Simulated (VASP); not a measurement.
# ZrSi2 (Cmcm) in VASP: further runs

ZrSi2 is run at these levels: PBEsol; tasks: relaxation of cell and atoms, single point.

All numbers are computed with VASP 6.6.1; they aren't measurements. Logs are shortened: lines on timing, memory, paths and dates and some standing lists are left out, and cuts for length are marked.

### 1 The cell of the first run

It takes space group Cmcm (No. 63, orthorhombic). The conventional cell has a = 3.706 Å, b = 14.735 Å, c = 3.672 Å, α = 90.00°, β = 90.00°, γ = 90.00°. Zr (site symmetry m2m) has 10 Si at 2.72 to 2.97 Å within 3.6 Å. Within 3.2 Å of Si (site symmetry m2m) lie 2 Si at 2.40 Å and 6 Zr at 2.72 to 2.97 Å. Si (site symmetry m2m) has 4 Si at 2.61 Å and 4 Zr at 2.81 to 2.83 Å within 3.4 Å.

### 2 Relaxation of cell and atoms, PBEsol

INCAR reads:

```
  PREC = Accurate
  ENCUT = 600
  EDIFF = 1E-6
  ISMEAR = 0
  SIGMA = 0.1
  LREAL = F
  LASPH = T
  NELM = 100
  ALGO = Normal
  ISIF = 3
  LWAVE = F
  LCHARG = F
  GGA = PS
  IBRION = 2
  NSW = 100
  EDIFFG = -0.005
```

KPOINTS reads:

```
regular mesh
0
Gamma
  10 10 10
```

POSCAR reads:

```
ZrSi2
1.0
    1.8530000000     -7.3675000000      0.0000000000
    1.8530000000      7.3675000000      0.0000000000
    0.0000000000      0.0000000000      3.6720000000
Zr Si
2 4
Direct
    0.8946000000      0.1054000000      0.7500000000
    0.1054000000      0.8946000000      0.2500000000
    0.5522000000      0.4478000000      0.7500000000
    0.4478000000      0.5522000000      0.2500000000
    0.2496000000      0.7504000000      0.7500000000
    0.7504000000      0.2496000000      0.2500000000
```

Potentials or basis: VASP PAW PBE potentials, release 64 (Zr_sv, Si).

The run is started by

```console
$ cat potpaw_PBE.64/Zr_sv/POTCAR potpaw_PBE.64/Si/POTCAR > POTCAR
$ mpirun -np 1 vasp_std > vasp.out
```

OUTCAR:

```text
PREC = Accurate
   ENCUT = 600
   EDIFF = 1E-6
   ISMEAR = 0
   LREAL = F
   LASPH = T
   NELM = 100
   ISIF = 3
   GGA = PS
   IBRION = 2
   NSW = 100
   EDIFFG = -0.005

 ion  position               nearest neighbor table
   1  0.895  0.105  0.750-   4 2.72   4 2.72   4 2.72   4 2.72   6 2.81   6 2.81   5 2.83   5 2.83
                             3 2.97   3 2.97   2 3.61   2 3.61
   2  0.105  0.895  0.250-   3 2.72   3 2.72   3 2.72   3 2.72   5 2.81   5 2.81   6 2.83   6 2.83
                             4 2.97   4 2.97   1 3.61   1 3.61
   3  0.552  0.448  0.750-   4 2.40   4 2.40   2 2.72   2 2.72   2 2.72   2 2.72   1 2.97   1 2.97

   4  0.448  0.552  0.250-   3 2.40   3 2.40   1 2.72   1 2.72   1 2.72   1 2.72   2 2.97   2 2.97

   5  0.250  0.750  0.750-   6 2.61   6 2.61   6 2.61   6 2.61   2 2.81   2 2.81   1 2.83   1 2.83

   6  0.750  0.250  0.250-   5 2.61   5 2.61   5 2.61   5 2.61   1 2.81   1 2.81   2 2.83   2 2.83

  LATTYP: Found a base centered orthorhombic cell.
 ALAT       =     3.7060000000
 B/A-ratio  =     3.9759848894
 C/A-ratio  =     0.9908256881

  Lattice vectors:

 A1 = (   1.8530000000,  -7.3675000000,   0.0000000000)
 A2 = (   1.8530000000,   7.3675000000,   0.0000000000)
 A3 = (   0.0000000000,   0.0000000000,   3.6720000000)

Analysis of symmetry for initial positions (statically):
=====================================================================
 Subroutine PRICEL returns:
 Original cell was already a primitive cell.

 Routine SETGRP: Setting up the symmetry group for a
 base centered orthorhombic supercell.

 Subroutine GETGRP returns: Found  8 space group operations
 (whereof  4 operations were pure point group operations)
 out of a pool of  8 trial point group operations.

The static configuration has the point symmetry C_2h.
 The point group associated with its full space group is D_2h.

Analysis of symmetry for dynamics (positions and initial velocities):
=====================================================================
 Subroutine PRICEL returns:
 Original cell was already a primitive cell.

 Routine SETGRP: Setting up the symmetry group for a
 base centered orthorhombic supercell.

 Subroutine GETGRP returns: Found  8 space group operations
 (whereof  4 operations were pure point group operations)
 out of a pool of  8 trial point group operations.

The dynamic configuration has the point symmetry C_2h.
 The point group associated with its full space group is D_2h.

 Subroutine INISYM returns: Found  8 space group operations
 (whereof  4 operations are pure point group operations),
 and found     1 'primitive' translations

----------------------------------------------------------------------------------------

                                     Primitive cell

  volume of cell :     100.2601

  direct lattice vectors                    reciprocal lattice vectors
     1.853000000 -7.367500000  0.000000000     0.269832704 -0.067865626  0.000000000
     1.853000000  7.367500000  0.000000000     0.269832704  0.067865626  0.000000000
     0.000000000  0.000000000  3.672000000     0.000000000  0.000000000  0.272331155

  length of vectors
     7.596951050  7.596951050  3.672000000     0.278236287  0.278236287  0.272331155

  position of ions in fractional coordinates (direct lattice)
     0.894600000  0.105400000  0.750000000
     0.105400000  0.894600000  0.250000000
     0.552200000  0.447800000  0.750000000
     0.447800000  0.552200000  0.250000000
     0.249600000  0.750400000  0.750000000
     0.750400000  0.249600000  0.250000000

  ion indices of the primitive-cell ions
   primitive index   ion index
                 1           1
                 2           2
                 3           3
                 4           4
                 5           5
                 6           6

----------------------------------------------------------------------------------------

 KPOINTS: regular mesh

Automatic generation of k-mesh.
 Grid dimensions read from file:
 generate k-points for:   10   10   10

 Generating k-lattice:

  Cartesian coordinates                     Fractional coordinates (reciprocal lattice)
     0.026983270 -0.006786563  0.000000000     0.100000000  0.000000000  0.000000000
     0.026983270  0.006786563  0.000000000     0.000000000  0.100000000  0.000000000
     0.000000000  0.000000000  0.027233115     0.000000000  0.000000000  0.100000000

  Length of vectors
     0.027823629  0.027823629  0.027233115

  Shift w.r.t. Gamma in fractional coordinates (k-lattice)
     0.000000000  0.000000000  0.000000000

 Subroutine IBZKPT returns following result:
 ===========================================

 Found    186 irreducible k-points:

 Following reciprocal coordinates:
            Coordinates               Weight
  0.000000  0.000000  0.000000      1.000000
  0.100000  0.000000  0.000000      4.000000
  0.200000  0.000000  0.000000      4.000000
  0.300000  0.000000  0.000000      4.000000
  0.400000  0.000000  0.000000      4.000000
  0.500000  0.000000  0.000000      2.000000
[... 16 lines left out ...]
  0.300000  0.300000  0.000000      2.000000
  0.400000  0.300000  0.000000      4.000000
 [... further k-points ...]
   k-points           NKPTS =    186   k-points in BZ     NKDIM =    186   number of bands    NBANDS=     24
   number of dos      NEDOS =    301   number of ions     NIONS =      6
   total plane-waves  NPLWV = 122880
   dimension x,y,z NGX =    64 NGY =   64 NGZ =   30
   dimension x,y,z NGXF=   128 NGYF=  128 NGZF=   60
   ions per type =               2   4
   NGX,Y,Z   is equivalent  to a cutoff of  14.01, 14.01, 13.58 a.u.
   NGXF,Y,Z  is equivalent  to a cutoff of  28.01, 28.01, 27.16 a.u.
 SYSTEM =  unknown system
   PREC   = accura    normal or accurate (medium, high low for compatibility)
   ISTART =      0    job   : 0-new  1-cont  2-samecut
   ICHARG =      2    charge: 1-file 2-atom 10-const
   ISPIN  =      1    spin polarized calculation?
   LNONCOLLINEAR =      F non collinear calculations
   LSORBIT =      F    spin-orbit coupling
   LASPH  =      T    aspherical Exc in radial PAW
   ENCUT  =  600.0 eV  44.10 Ry    6.64 a.u.  15.17 15.17  7.33*2*pi/ulx,y,z
   NELM   =    100;   NELMIN=  2; NELMDL= -5     # of ELM steps
   EDIFF  = 0.1E-05   stopping-criterion for ELM
   LREAL  =      F    real-space projection
   EDIFFG = -.5E-02   stopping-criterion for IOM
   NSW    =    100    number of steps for IOM
   IBRION =      2    ionic relax: 0-MD 1-quasi-New 2-CG
   NFREE  =      1    steps in history (QN), initial steepest desc. (CG)
   ISIF   =      3    stress and relaxation
   ISYM   =      2    0-nonsym 1-usesym 2-fastsym
   POTIM  = 0.5000    time-step for ionic-motion
   TEBEG  =    0.0;   TEEND  =   0.0 temperature during run
   PSTRESS=    0.0 pullay stress
   NELECT =      40.0000    total number of electrons
   NUPDOWN=      -1.0000    fix difference up-down
   EMIN   =  10.00;   EMAX   =-10.00  energy-range for DOS
   EFERMI =   0.00;   METHOD = LEGACY
   ISMEAR =     0;   SIGMA  =   0.10  broadening in eV -4-tet -1-fermi 0-gaus
   EFERMI_NEDOS =   21; number of points for ismear=-14 and -15
   IALGO  =     38    algorithm
   IMIX   =      4    mixing-type and parameters
     AMIX     =   0.40;   BMIX     =  1.00
     AMIX_MAG =   1.60;   BMIX_MAG =  1.00
  volume/ion in A,a.u.               =      16.71       112.76
  Fermi-wavevector in a.u.,A,eV,Ry     =   1.205180  2.277461 19.761917  1.452460
  Thomas-Fermi vector in A             =   2.340884
   LORBIT       =      0    0 simple, 1 ext, 2 COOP (PROOUT), +10 PAW based schemes
   GGA     = PS    functional components
   LHFCALC =     F    Hartree Fock is set to
   AEXX    =    0.0000 exact exchange contribution
   IVDW    =     0    specifies the selected vdW correction
   LEPSILON=     F    determine dielectric tensor
   LRPA    =     F    only Hartree local field effects (RPA)
 conjugate gradient relaxation of ions
 non-spin polarized calculation
 Gauss-broadening in eV      SIGMA  =   0.10
  energy-cutoff  :      600.00
  volume of cell :      100.26
 maximum number of plane-waves:      3386
 NGX is ok and might be reduce to    64
   NGX = 31   NGY = 31   NGZ = 15

--------------------------------------- Ionic step        1  -------------------------------------------

 number of electron      40.0000000 magnetization

 Free energy of the ion-electron system (eV)
  ---------------------------------------------------
  ext. energy  EPLUGINS =         0.00000000
  ---------------------------------------------------
  free energy    TOTEN  =       -45.68666920 eV

  energy without entropy =      -45.68010003  energy(sigma->0) =      -45.68338462

 E-fermi :   9.9579     XC(G=0): -11.3637

 val. band max:        9.9568222333   @ k =   0.5000   0.4000   0.1000
 cond. band min:       9.9735992743   @ k =  -0.4000   0.2000   0.1000
 fundamental gap:      0.0167770410
 Fermi energy:         9.9579147345

 k-point     1 :       0.0000    0.0000    0.0000
  band No.  band energies     occupation
      1     -38.7029      2.00000
      2     -38.6902      2.00000
      3     -16.9737      2.00000
      4     -16.8300      2.00000
      5     -16.8073      2.00000
      6     -16.8046      2.00000
[... 637 lines left out ...]
     23      10.7508      0.00000
     24      11.8803      0.00000

 [... further k-points ...]
[... 5 lines left out ...]
  --------------------------------------------------------------------------------------
  -------------------------------------------------------------------------------------
  Total       -2.1883942     -1.4385565     -1.4311262      0.0000000     -0.0000000      0.0000000
  in kB      -34.9709885    -22.9884280    -22.8696898      0.0000000     -0.0000000      0.0000000
  external PRESSURE =     -26.9430354 kB  Pullay stress =       0.0000000 kB
[... 305 lines left out ...]
  energy  without entropy=      -45.7065510444  energy(sigma->0) =      -45.70973432

--------------------------------------- Ionic step        9  -------------------------------------------

 number of electron      39.9999999 magnetization

 Free energy of the ion-electron system (eV)
  ---------------------------------------------------
  ext. energy  EPLUGINS =         0.00000000
  ---------------------------------------------------
  free energy    TOTEN  =       -45.71295079 eV

  energy without entropy =      -45.70657077  energy(sigma->0) =      -45.70976078

 E-fermi :  10.2414     XC(G=0): -11.4683

 val. band max:       10.2311102680   @ k =  -0.4000   0.2000   0.1000
 cond. band min:      10.2459083540   @ k =   0.2000   0.0000   0.0000
 fundamental gap:      0.0147980860
 Fermi energy:        10.2414364383

 k-point     1 :       0.0000    0.0000    0.0000
  band No.  band energies     occupation
      1     -38.3243      2.00000
      2     -38.3089      2.00000
      3     -16.6244      2.00000
      4     -16.4647      2.00000
      5     -16.4381      2.00000
      6     -16.4315      2.00000
[... 637 lines left out ...]
     23      11.0802      0.00000
     24      12.2153      0.00000

 [... further k-points ...]
[... 5 lines left out ...]
  --------------------------------------------------------------------------------------
  -------------------------------------------------------------------------------------
  Total        0.0161961      0.0072596      0.0279896      0.0000000      0.0000000      0.0000000
  in kB        0.2648632      0.1187207      0.4577287      0.0000000      0.0000000      0.0000000
  external PRESSURE =       0.2804375 kB  Pullay stress =       0.0000000 kB
[... 21 lines left out ...]
  FREE ENERGIE OF THE ION-ELECTRON SYSTEM (eV)
  ---------------------------------------------------
  free  energy   TOTEN  =       -45.7129507939 eV

  energy  without entropy=      -45.7065707735  energy(sigma->0) =      -45.70976078

 reached required accuracy - stopping structural energy minimisation
```

Run time: 51 min. Hardware: 1 thread of Intel Xeon Platinum 8488C (Sapphire Rapids), shared host; peak memory 0.68 GiB.

Results:

```yaml
Free_energy: -45.7130 eV
Relaxed_volume: 16.33 Å³/atom
Relaxed_cell: a = 7.515 Å, b = 7.515 Å, c = 3.658 Å, α = 90.00°, β = 90.00°, γ = 151.69°
Space_group_after_relaxing_to_0.05_Å: Cmcm (No. 63)
Energy_gained_by_relaxing: 4.4 meV/atom
Ionic_steps: 9
Pressure_after_relaxing: 0.0 GPa
Largest_force_after_relaxing: 0.004 eV/Å
Band_gap_on_the_k_mesh: zero (band 20 reaches 10.79 eV, above the bottom of band 21 at 9.78 eV)
```

Forces in eV/Å, atoms in the order of the input:
```
Zr   0.000  0.003  0.000
Zr   0.000 -0.003  0.000
Si   0.000  0.002  0.000
Si   0.000 -0.002  0.000
Si   0.000 -0.004  0.000
Si   0.000  0.004  0.000
```

The path:
| step | energy change (eV) | largest force (eV/Å) | pressure (GPa) | volume (Å³) |
| --- | --- | --- | --- | --- |
| 1 | 0.0000 | 0.2018 | -2.69 | 100.26 |
| 2 | -0.0055 | 0.1646 | 2.93 | 96.24 |
| 3 | -0.0211 | 0.1824 | 0.23 | 98.07 |
| 4 | -0.0246 | 0.0771 | 0.04 | 98.09 |
| 5 | -0.0250 | 0.0317 | -0.04 | 98.10 |
| 6 | -0.0260 | 0.0160 | -0.03 | 98.04 |
| 7 | -0.0262 | 0.0126 | -0.02 | 97.99 |
| 8 | -0.0262 | 0.0118 | -0.01 | 98.00 |
| 9 | -0.0263 | 0.0040 | 0.03 | 97.97 |

Final structure:
```
CELL_PARAMETERS angstrom
1.83787 -7.28677 0.00000
1.83787 7.28677 0.00000
0.00000 0.00000 3.65780
ATOMIC_POSITIONS crystal
Zr 0.89528 0.10472 0.75000
Zr 0.10472 0.89528 0.25000
Si 0.55392 0.44608 0.75000
Si 0.44608 0.55392 0.25000
Si 0.25021 0.74979 0.75000
Si 0.74979 0.25021 0.25000
```

Caveat: the PAW data sets were made with another functional, which shifts forces and pressure a little.

### 3 Single point, PBEsol

This run uses another cell than the first one, of 16.31 Å³/atom, 0.976 times its volume.

INCAR reads:

```
SYSTEM = ZrSi2
ALGO     = Normal         ! electronic algorithm
EDIFF    = 1E-7           ! SCF threshold, eV
ENCUT    = 520            ! plane-wave cutoff, eV
GGA      = PS             ! functional
ISIF     = 2              ! what is computed and relaxed
ISMEAR   = 0              ! smearing method
ISYM     = 0            
LASPH    = .TRUE.         ! aspherical terms in the spheres
LCHARG   = .TRUE.         ! write CHGCAR
LELF     = .TRUE.         ! ELF
LREAL    = .FALSE.        ! projectors in reciprocal space
LVHAR    = .TRUE.       
LWAVE    = .FALSE.        ! write WAVECAR
NBANDS   = 29             ! bands
NELM     = 80             ! most SCF steps
PREC     = Accurate       ! precision mode
SIGMA    = 0.1            ! smearing width, eV
```

KPOINTS reads:

```
k-points
0
G
  10 5 10
  0 0 0
```

POSCAR reads:

```
ZrSi2
1.0
    3.6742585517      0.0000000000      0.0000000000
   -1.8371292758      7.2829450145      0.0000000000
    0.0000000000      0.0000000000      3.6567655751
Zr Si
2 4
Direct
    0.8952826024      0.7905652049      0.7500000000
    0.1047173976      0.2094347951      0.2500000000
    0.5539585034      0.1079170068      0.7500000000
    0.4460414966      0.8920829932      0.2500000000
    0.2502317899      0.5004635797      0.7500000000
    0.7497682101      0.4995364203      0.2500000000
```

Potentials or basis: VASP PAW PBE potentials, release 64 (Zr_sv, Si).

The run is started by

```console
$ cat potpaw_PBE.64/Zr_sv/POTCAR potpaw_PBE.64/Si/POTCAR > POTCAR
$ mpirun -np 1 vasp_std > vasp.out
```

Run time: 4.8 min. Hardware: 1 thread of Intel Xeon 6975P-C (Granite Rapids), shared host; peak memory 0.63 GiB.

It converged, with:

```
Free energy            : -45.7115 eV
Pressure               : 0.2 GPa
Largest force          : 0.006 eV/Å
Band gap on the k mesh : zero (band 20 reaches 10.80 eV, above the bottom of band 21 at 9.80 eV)
```

Forces in eV/Å, atoms in the order of the input:
```
Zr   0.000 -0.001  0.000
Zr   0.000  0.001  0.000
Si   0.000 -0.006  0.000
Si   0.000  0.006  0.000
Si  -0.002  0.002  0.000
Si   0.002 -0.002  0.000
```

Levels at points of the mesh, in eV from the Fermi level:
```tsv
k point	band 18	band 19	band 20	band 21	band 22	band 23
(0.00, 0.00, 0.00)	-2.39	-2.32	0.02	1.09	1.37	1.48
(0.50, 0.00, 0.00)	-1.57	-0.88	-0.49	-0.45	0.97	1.00
(0.00, 0.00, 0.50)	-1.95	-0.05	-0.05	0.22	0.22	1.61
(0.50, 0.00, 0.50)	-3.21	-2.19	-2.19	2.23	2.23	3.17
```

Caveat: the PAW data sets were made with another functional, which shifts forces and pressure a little.
